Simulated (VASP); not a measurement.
# Sc (I4/mmm) in VASP: notebook

The runs below take Sc through single point, with r2SCAN.

All numbers are computed with VASP 6.6.1; they aren't measurements. Logs are shortened: lines on timing, memory, paths and dates and some standing lists are left out, and cuts for length are marked.

## (1) The cell of the first run

It takes space group I4/mmm (No. 139, tetragonal). The conventional cell has a = 3.211 Å, b = 3.211 Å, c = 4.269 Å, α = 90.00°, β = 90.00°, γ = 90.00°. Within 4.1 Å of Sc (site symmetry 4/mmm) lie 12 Sc at 3.12 to 3.21 Å.

## (2) Single point, r2SCAN (strain -0.0600 x Voigt [1, 0, 0, 0, 0, 0])

Contents of POSCAR:

```
Sc
1.0
    0.0000000000      2.2705000000      2.2705000000
    2.1342700000      0.0000000000      2.2705000000
    2.1342700000      2.2705000000      0.0000000000
Sc
1
Direct
    0.0000000000      0.0000000000      0.0000000000
```

Contents of INCAR.step1:

```
ALGO = Normal
EDIFF = 1E-4
ENCUT = 520
GGA = PE
ISMEAR = 0
LASPH = True
LCHARG = False
LREAL = False
LWAVE = True
NBANDS = 12
NELM = 100
PREC = Accurate
SIGMA = 0.15
```

Contents of INCAR.step2:

```
ALGO = Normal
EDIFF = 1E-6
ENCUT = 520
ISIF = 2
ISMEAR = 0
ISTART = 1
LASPH = True
LCHARG = False
LMIXTAU = True
LREAL = False
LWAVE = False
METAGGA = R2SCAN
NBANDS = 12
NELM = 100
PREC = Accurate
SIGMA = 0.15
```

Contents of KPOINTS:

```
k-points
0
Gamma
  18 18 18
```

Potentials or basis: VASP PAW PBE potentials, release 64 (Sc_sv).

The run is started by

```console
> cat potpaw_PBE.64/Sc_sv/POTCAR > POTCAR
> cp INCAR.step1 INCAR
> mpirun -np 1 vasp_std > vasp.out
> cp INCAR.step2 INCAR
> mpirun -np 1 vasp_std > vasp.out
```

OUTCAR:

```text
EDIFF = 1E-6
   ENCUT = 520
   ISIF = 2
   ISMEAR = 0
   ISTART = 1
   LASPH = True
   LREAL = False
   METAGGA = R2SCAN
   NELM = 100
   PREC = Accurate

 ion  position               nearest neighbor table
   1  0.000  0.000  0.000-

  LATTYP: Found a body centered tetragonal cell.
 ALAT       =     3.2109718934
 C/A-ratio  =     1.3293607486

  Lattice vectors:

 A1 = (  -2.1342700000,   0.0000000000,  -2.2705000000)
 A2 = (  -2.1342700000,   0.0000000000,   2.2705000000)
 A3 = (   2.1342700000,   2.2705000000,   0.0000000000)

Analysis of symmetry for initial positions (statically):
=====================================================================
 Subroutine PRICEL returns:
 Original cell was already a primitive cell.

 Routine SETGRP: Setting up the symmetry group for a
 body centered tetragonal supercell.

 Subroutine GETGRP returns: Found 16 space group operations
 (whereof 16 operations were pure point group operations)
 out of a pool of 16 trial point group operations.

The static configuration has the point symmetry D_4h.

Analysis of symmetry for dynamics (positions and initial velocities):
=====================================================================
 Subroutine PRICEL returns:
 Original cell was already a primitive cell.

 Routine SETGRP: Setting up the symmetry group for a
 body centered tetragonal supercell.

 Subroutine GETGRP returns: Found 16 space group operations
 (whereof 16 operations were pure point group operations)
 out of a pool of 16 trial point group operations.

The dynamic configuration has the point symmetry D_4h.

 Subroutine INISYM returns: Found 16 space group operations
 (whereof 16 operations are pure point group operations),
 and found     1 'primitive' translations

----------------------------------------------------------------------------------------

                                     Primitive cell

  volume of cell :      22.0051

  direct lattice vectors                    reciprocal lattice vectors
     0.000000000  2.270500000  2.270500000    -0.234272140  0.220215811  0.220215811
     2.134270000  0.000000000  2.270500000     0.234272140 -0.220215811  0.220215811
     2.134270000  2.270500000  0.000000000     0.234272140  0.220215811 -0.220215811

  length of vectors
     3.210971893  3.116132007  3.116132007     0.389709434  0.389709434  0.389709434

  position of ions in fractional coordinates (direct lattice)
     0.000000000  0.000000000  0.000000000

  ion indices of the primitive-cell ions
   primitive index   ion index
                 1           1

----------------------------------------------------------------------------------------

 KPOINTS: k-points

Automatic generation of k-mesh.
 Grid dimensions read from file:
 generate k-points for:   18   18   18

 Generating k-lattice:

  Cartesian coordinates                     Fractional coordinates (reciprocal lattice)
    -0.013015119  0.012234212  0.012234212     0.055555556 -0.000000000 -0.000000000
     0.013015119 -0.012234212  0.012234212     0.000000000  0.055555556  0.000000000
     0.013015119  0.012234212 -0.012234212     0.000000000  0.000000000  0.055555556

  Length of vectors
     0.021650524  0.021650524  0.021650524

  Shift w.r.t. Gamma in fractional coordinates (k-lattice)
     0.000000000  0.000000000  0.000000000

 Subroutine IBZKPT returns following result:
 ===========================================

 Found    480 irreducible k-points:

 Following reciprocal coordinates:
            Coordinates               Weight
  0.000000  0.000000  0.000000      1.000000
  0.055556 -0.000000 -0.000000      8.000000
  0.111111 -0.000000 -0.000000      8.000000
  0.166667  0.000000  0.000000      8.000000
  0.222222 -0.000000 -0.000000      8.000000
  0.277778  0.000000  0.000000      8.000000
[... 16 lines left out ...]
 -0.277778  0.055556 -0.000000     16.000000
 -0.222222  0.055556  0.000000     16.000000
 [... further k-points ...]
   k-points           NKPTS =    480   k-points in BZ     NKDIM =    480   number of bands    NBANDS=     12
   number of dos      NEDOS =    301   number of ions     NIONS =      1
   total plane-waves  NPLWV =  13824
   dimension x,y,z NGX =    24 NGY =   24 NGZ =   24
   dimension x,y,z NGXF=    48 NGYF=   48 NGZF=   48
   ions per type =               1
   NGX,Y,Z   is equivalent  to a cutoff of  12.43, 12.80, 12.80 a.u.
   NGXF,Y,Z  is equivalent  to a cutoff of  24.85, 25.61, 25.61 a.u.
 SYSTEM =  unknown system
   PREC   = accura    normal or accurate (medium, high low for compatibility)
   ISTART =      1    job   : 0-new  1-cont  2-samecut
   ICHARG =      0    charge: 1-file 2-atom 10-const
   ISPIN  =      1    spin polarized calculation?
   LNONCOLLINEAR =      F non collinear calculations
   LSORBIT =      F    spin-orbit coupling
   LASPH  =      T    aspherical Exc in radial PAW
   ENCUT  =  520.0 eV  38.22 Ry    6.18 a.u.   5.97  5.79  5.79*2*pi/ulx,y,z
   NELM   =    100;   NELMIN=  2; NELMDL=  0     # of ELM steps
   EDIFF  = 0.1E-05   stopping-criterion for ELM
   LREAL  =      F    real-space projection
   EDIFFG = 0.1E-04   stopping-criterion for IOM
   NSW    =      0    number of steps for IOM
   IBRION =     -1    ionic relax: 0-MD 1-quasi-New 2-CG
   NFREE  =      0    steps in history (QN), initial steepest desc. (CG)
   ISIF   =      2    stress and relaxation
   ISYM   =      2    0-nonsym 1-usesym 2-fastsym
   POTIM  = 0.5000    time-step for ionic-motion
   TEBEG  =    0.0;   TEEND  =   0.0 temperature during run
   PSTRESS=    0.0 pullay stress
   NELECT =      11.0000    total number of electrons
   NUPDOWN=      -1.0000    fix difference up-down
   EMIN   =  10.00;   EMAX   =-10.00  energy-range for DOS
   EFERMI =   0.00;   METHOD = LEGACY
   ISMEAR =     0;   SIGMA  =   0.15  broadening in eV -4-tet -1-fermi 0-gaus
   EFERMI_NEDOS =   21; number of points for ismear=-14 and -15
   IALGO  =     38    algorithm
   IMIX   =      4    mixing-type and parameters
     AMIX     =   0.40;   BMIX     =  1.00
     AMIX_MAG =   1.60;   BMIX_MAG =  1.00
  volume/ion in A,a.u.               =      22.01       148.50
  Fermi-wavevector in a.u.,A,eV,Ry     =   1.299267  2.455258 22.967909  1.688094
  Thomas-Fermi vector in A             =   2.430541
   LORBIT       =      0    0 simple, 1 ext, 2 COOP (PROOUT), +10 PAW based schemes
   METAGGA = R2SCAN    functional components
   LHFCALC =     F    Hartree Fock is set to
   AEXX    =    0.0000 exact exchange contribution
   IVDW    =     0    specifies the selected vdW correction
   LEPSILON=     F    determine dielectric tensor
   LRPA    =     F    only Hartree local field effects (RPA)
 non-spin polarized calculation
 Gauss-broadening in eV      SIGMA  =   0.15
  energy-cutoff  :      520.00
  volume of cell :       22.01
 maximum number of plane-waves:       608
   NGX = 11   NGY = 11   NGZ = 11

 number of electron      11.0000003 magnetization

 Free energy of the ion-electron system (eV)
  ---------------------------------------------------
  ext. energy  EPLUGINS =         0.00000000
  ---------------------------------------------------
  free energy    TOTEN  =       -11.22705724 eV

  energy without entropy =      -11.20814575  energy(sigma->0) =      -11.21760150

 E-fermi :   4.5007     XC(G=0): -11.1077

 val. band max:        4.4968520863   @ k =  -0.1667   0.2778   0.1667
 cond. band min:       4.5027640991   @ k =   0.1667  -0.3889   0.0556
 fundamental gap:      0.0059120128
 Fermi energy:         4.5006644633

 k-point     1 :       0.0000    0.0000    0.0000
  band No.  band energies     occupation
      1     -46.7403      2.00000
      2     -24.1038      2.00000
      3     -24.0926      2.00000
      4     -24.0926      2.00000
      5      -1.2769      2.00000
      6       6.3402      0.00000
      7       6.3402      0.00000
      8       6.7352      0.00000
      9       7.8797      0.00000
     10       8.3570      0.00000
     11      18.1362      0.00000
     12      21.8294      0.00000

 k-point     2 :       0.0556   -0.0000   -0.0000
  band No.  band energies     occupation
      1     -46.7373      2.00000
      2     -24.1177      2.00000
      3     -24.0993      2.00000
      4     -24.0956      2.00000
      5      -1.1852      2.00000
      6       6.3029      0.00000
      7       6.3738      0.00000
      8       6.7310      0.00000
      9       7.8588      0.00000
     10       8.3238      0.00000
     11      18.2394      0.00000
     12      21.3344      0.00000

 k-point     3 :       0.1111   -0.0000   -0.0000
  band No.  band energies     occupation
      1     -46.7286      2.00000
      2     -24.1708      2.00000
      3     -24.1051      2.00000
      4     -24.1043      2.00000
      5      -0.9156      2.00000
      6       6.1469      0.00000
      7       6.4563      0.00000
      8       6.7700      0.00000
      9       7.8197      0.00000
     10       8.2415      0.00000
     11      18.4654      0.00000
     12      20.1413      0.00000

 k-point     4 :       0.1667    0.0000    0.0000
  band No.  band energies     occupation
      1     -46.7153      2.00000
      2     -24.2532      2.00000
      3     -24.1176      2.00000
      4     -24.1122      2.00000
      5      -0.4848      2.00000
      6       5.8737      0.00000
      7       6.5293      0.00000
      8       6.8598      0.00000
      9       7.8322      0.00000
     10       8.1629      0.00000
     11      18.2947      0.00000
     12      19.1836      0.00000

 k-point     5 :       0.2222   -0.0000   -0.0000
  band No.  band energies     occupation
      1     -46.6988      2.00000
      2     -24.3531      2.00000
      3     -24.1338      2.00000
      4     -24.1207      2.00000
      5       0.0777      2.00000
      6       5.5521      0.00000
      7       6.5200      0.00000
      8       6.9189      0.00000
      9       7.9794      0.00000
     10       8.1697      0.00000
     11      17.1377      0.00000
     12      19.0049      0.00000
[... 228 lines left out ...]
      1     -46.6461      2.00000
      2     -24.6507      2.00000
      3     -24.1965      2.00000
      4     -24.1485      2.00000
      5       2.2266      2.00000
      6       4.7841      0.00752
      7       6.0880      0.00000
      8       6.6691      0.00000
      9       8.7858      0.00000
     10       9.2463      0.00000
     11      13.4134      0.00000
     12      17.6474      0.00000

 k-point    22 :      -0.3333    0.0556    0.0000
  band No.  band energies     occupation
      1     -46.6578      2.00000
      2     -24.5840      2.00000
      3     -24.1861      2.00000
      4     -24.1401      2.00000
      5       1.6901      2.00000
      6       4.8991      0.00017
      7       6.1977      0.00000
      8       6.7760      0.00000
      9       8.4865      0.00000
     10       8.9728      0.00000
     11      14.3340      0.00000
     12      18.0140      0.00000

 k-point    23 :      -0.2778    0.0556   -0.0000
  band No.  band energies     occupation
      1     -46.6733      2.00000
      2     -24.4955      2.00000
      3     -24.1714      2.00000
      4     -24.1304      2.00000
      5       1.0379      2.00000
      6       5.1109      0.00000
      7       6.3379      0.00000
      8       6.8943      0.00000
      9       8.1740      0.00000
     10       8.6450      0.00000
     11      15.4683      0.00000
     12      18.4543      0.00000

 k-point    24 :      -0.2222    0.0556    0.0000
  band No.  band energies     occupation
      1     -46.6904      2.00000
      2     -24.3955      2.00000
      3     -24.1541      2.00000
      4     -24.1204      2.00000
      5       0.3749      2.00000
      6       5.3969      0.00000
      7       6.4695      0.00000
      8       6.9589      0.00000
      9       7.9339      0.00000
     10       8.3526      0.00000
     11      16.7163      0.00000
     12      18.8274      0.00000

 [... further k-points ...]

------------------------ aborting loop because EDIFF is reached ----------------------------------------

  FORCE on cell =-STRESS in cart. coord.  units (eV):
  Direction    XX          YY          ZZ          XY          YZ          ZX
  --------------------------------------------------------------------------------------
  -------------------------------------------------------------------------------------
  Total        1.2279997      1.1336194      1.1336194      0.0000000      0.0000000      0.0000000
  in kB       89.4100763     82.5382925     82.5382925      0.0000000      0.0000000      0.0000000
  external PRESSURE =      84.8288871 kB  Pullay stress =       0.0000000 kB

 VOLUME and BASIS-vectors are now :
 -----------------------------------------------------------------------------
  energy-cutoff  :      520.00
  volume of cell :       22.01
      direct lattice vectors                 reciprocal lattice vectors
     0.000000000  2.270500000  2.270500000    -0.234272140  0.220215811  0.220215811
     2.134270000  0.000000000  2.270500000     0.234272140 -0.220215811  0.220215811
     2.134270000  2.270500000  0.000000000     0.234272140  0.220215811 -0.220215811

 POSITION                                       TOTAL-FORCE (eV/Angst)
 -----------------------------------------------------------------------------------
      0.00000      0.00000      0.00000         0.000000      0.000000      0.000000
 -----------------------------------------------------------------------------------
    total drift:                                0.000000      0.000000      0.000000

  FREE ENERGIE OF THE ION-ELECTRON SYSTEM (eV)
  ---------------------------------------------------
  free  energy   TOTEN  =       -11.2270572384 eV

  energy  without entropy=      -11.2081457531  energy(sigma->0) =      -11.21760150
```

It took 1.7 min on 1 thread of Intel Xeon 6975P-C (Granite Rapids), shared host; peak memory 0.23 GiB.

What came out:

* Free energy: -11.2271 eV
* Pressure: 8.5 GPa
* Band gap on the k mesh: zero (an odd number of electrons rules out a gap without spin polarisation)

Caveat: the cell differs from its parent crystal (strain -0.0600 x Voigt [1, 0, 0, 0, 0, 0]); the cell stands under pressure; the PAW data sets were made with another functional, which shifts forces and pressure a little.

## (3) Single point, r2SCAN (strain -0.0450 x Voigt [1, 0, 0, 0, 0, 0])

Contents of POSCAR:

```
Sc
1.0
    0.0000000000      2.2705000000      2.2705000000
    2.1683275000      0.0000000000      2.2705000000
    2.1683275000      2.2705000000      0.0000000000
Sc
1
Direct
    0.0000000000      0.0000000000      0.0000000000
```

Contents of INCAR.step1:

```
ALGO     = Normal         # electronic algorithm
EDIFF    = 1E-4           # SCF threshold, eV
ENCUT    = 520            # plane-wave cutoff, eV
GGA      = PE             # functional
ISMEAR   = 0              # smearing method
LASPH    = T              # aspherical terms in the spheres
LCHARG   = F              # write CHGCAR
LREAL    = F              # projectors in reciprocal space
LWAVE    = T              # write WAVECAR
NBANDS   = 12             # bands
NELM     = 80             # most SCF steps
PREC     = Accurate       # precision mode
SIGMA    = 0.15           # smearing width, eV
```

Contents of INCAR.step2:

```
ALGO     = Normal         # electronic algorithm
EDIFF    = 1E-6           # SCF threshold, eV
ENCUT    = 520            # plane-wave cutoff, eV
ISIF     = 2              # what is computed and relaxed
ISMEAR   = 0              # smearing method
ISTART   = 1            
LASPH    = T              # aspherical terms in the spheres
LCHARG   = F              # write CHGCAR
LMIXTAU  = T            
LREAL    = F              # projectors in reciprocal space
LWAVE    = F              # write WAVECAR
METAGGA  = R2SCAN         # meta-GGA
NBANDS   = 12             # bands
NELM     = 80             # most SCF steps
PREC     = Accurate       # precision mode
SIGMA    = 0.15           # smearing width, eV
```

KPOINTS is that of step 2.

Potentials or basis: VASP PAW PBE potentials, release 64 (Sc_sv).

The run is started by

```console
> cat potpaw_PBE.64/Sc_sv/POTCAR > POTCAR
> cp INCAR.step1 INCAR
> mpirun -np 1 vasp_std > vasp.out
> cp INCAR.step2 INCAR
> mpirun -np 1 vasp_std > vasp.out
```

OUTCAR:

```text
EDIFF = 1E-6
   ENCUT = 520
   ISIF = 2
   ISMEAR = 0
   ISTART = 1
   LASPH = T
   LREAL = F
   METAGGA = R2SCAN
   NELM = 80
   PREC = Accurate

 ion  position               nearest neighbor table
   1  0.000  0.000  0.000-

  LATTYP: Found a body centered tetragonal cell.
 ALAT       =     3.2109718934
 C/A-ratio  =     1.3505739521

  Lattice vectors:

 A1 = (  -2.1683275000,   0.0000000000,  -2.2705000000)
 A2 = (  -2.1683275000,   0.0000000000,   2.2705000000)
 A3 = (   2.1683275000,   2.2705000000,   0.0000000000)
[... 539 lines left out ...]

 [... further k-points ...]

------------------------ aborting loop because EDIFF is reached ----------------------------------------

  FORCE on cell =-STRESS in cart. coord.  units (eV):
  Direction    XX          YY          ZZ          XY          YZ          ZX
  --------------------------------------------------------------------------------------
  -------------------------------------------------------------------------------------
  Total        1.0734868      0.9988456      0.9988456      0.0000000      0.0000000     -0.0000000
  in kB       76.9324250     71.5831884     71.5831884      0.0000000      0.0000000     -0.0000000
  external PRESSURE =      73.3662673 kB  Pullay stress =       0.0000000 kB

 VOLUME and BASIS-vectors are now :
 -----------------------------------------------------------------------------
  energy-cutoff  :      520.00
  volume of cell :       22.36
      direct lattice vectors                 reciprocal lattice vectors
     0.000000000  2.270500000  2.270500000    -0.230592473  0.220215811  0.220215811
     2.168327500  0.000000000  2.270500000     0.230592473 -0.220215811  0.220215811
     2.168327500  2.270500000  0.000000000     0.230592473  0.220215811 -0.220215811

 POSITION                                       TOTAL-FORCE (eV/Angst)
 -----------------------------------------------------------------------------------
      0.00000      0.00000      0.00000         0.000000      0.000000      0.000000
 -----------------------------------------------------------------------------------
    total drift:                                0.000000     -0.000000     -0.000000

  FREE ENERGIE OF THE ION-ELECTRON SYSTEM (eV)
  ---------------------------------------------------
  free  energy   TOTEN  =       -11.2454567014 eV

  energy  without entropy=      -11.2260640963  energy(sigma->0) =      -11.23576040
```

OUTCAR.step1:

```text
EDIFF = 1E-4
   ENCUT = 520
   GGA = PE
   ISMEAR = 0
   LASPH = T
[... 576 lines left out ...]

 POSITION                                       TOTAL-FORCE (eV/Angst)
 -----------------------------------------------------------------------------------
      0.00000      0.00000      0.00000         0.000000      0.000000      0.000000
 -----------------------------------------------------------------------------------
    total drift:                                0.000000      0.000000     -0.000000

  FREE ENERGIE OF THE ION-ELECTRON SYSTEM (eV)
  ---------------------------------------------------
  free  energy   TOTEN  =        -6.1679776165 eV

  energy  without entropy=       -6.1487111805  energy(sigma->0) =       -6.15834440
```

It took 96 s on 1 thread of Intel Xeon 6975P-C (Granite Rapids), shared host; peak memory 0.24 GiB.

Results:

| Property | Result |
| --- | --- |
| Free energy | -11.2455 eV |
| Pressure | 7.3 GPa |
| Band gap on the k mesh | zero (an odd number of electrons rules out a gap without spin polarisation) |

Caveat: the cell differs from its parent crystal (strain -0.0450 x Voigt [1, 0, 0, 0, 0, 0]); the cell stands under pressure; the PAW data sets were made with another functional, which shifts forces and pressure a little.
